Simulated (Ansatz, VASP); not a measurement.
**One calculation of BN, two programs**

Contents of INCAR:

```
SYSTEM = BN
  PREC = Accurate
  ENCUT = 600
  EDIFF = 1E-6
  ISMEAR = -1
  SIGMA = 0.02
  LREAL = .False.
  LASPH = .True.
  NELM = 120
  ALGO = Normal
  ISIF = 2
  LWAVE = .False.
  LCHARG = .True.
  GGA = PS
  LELF = .True.
  LVHAR = .True.
  NBANDS = 11
  GGA_COMPAT = .False.
```

Contents of KPOINTS:

```
Automatic mesh
0
Gamma
  10 10 10
  0 0 0
```

Contents of POSCAR:

```
BN
1.0
    0.0000000000      1.8075000000      1.7713500000
    1.8075000000      0.0000000000      1.7713500000
    1.8075000000      1.8075000000      0.0000000000
B N
1 1
Direct
    0.0000000000      0.0000000000      0.0000000000
    0.2500000000      0.2500000000      0.2500000000
```

Input for Ansatz:

```yaml
crystal:
  lattice:
    - [0.0, 1.8075, 1.77135]
    - [1.8075, 0.0, 1.77135]
    - [1.8075, 1.8075, 0.0]
  atoms:
    - { symbol: B, position: [0.0, 0.0, 0.0] }
    - { symbol: "N", position: [0.25, 0.25, 0.25] }
basis:
  ecutwfc: 462.593566181796
kpoints:
  mp_grid:
    grid: [10, 10, 10]
hamiltonian:
  xc: pbesol
  pseudopotentials:
    kind: paw
scf:
  occupations:
    method: fermi_dirac
    width: 0.02
output:
  stress: true
```

Alike in both runs: task single point; functional PBEsol; k mesh 10 × 10 × 10; occupations fermi-dirac, width 0.02 eV; no spin polarisation.

|  | VASP | Ansatz |
| --- | --- | --- |
| version | VASP 6.6.1 | Ansatz 0.2.0 |
| potentials or method | VASP PAW PBE potentials, release 64 (B, N), cutoff 600 eV | plane waves, PAW |
| valence electrons in the cell | 8 | 8 |

```tsv
	VASP	Ansatz	Ansatz less VASP
pressure (GPa)	5.3	5.0	-0.32
traceless stress, the component that is largest in VASP (GPa)	8.07	8.07	+0.001
```

VASP's potentials were made for PBE, not for PBEsol.
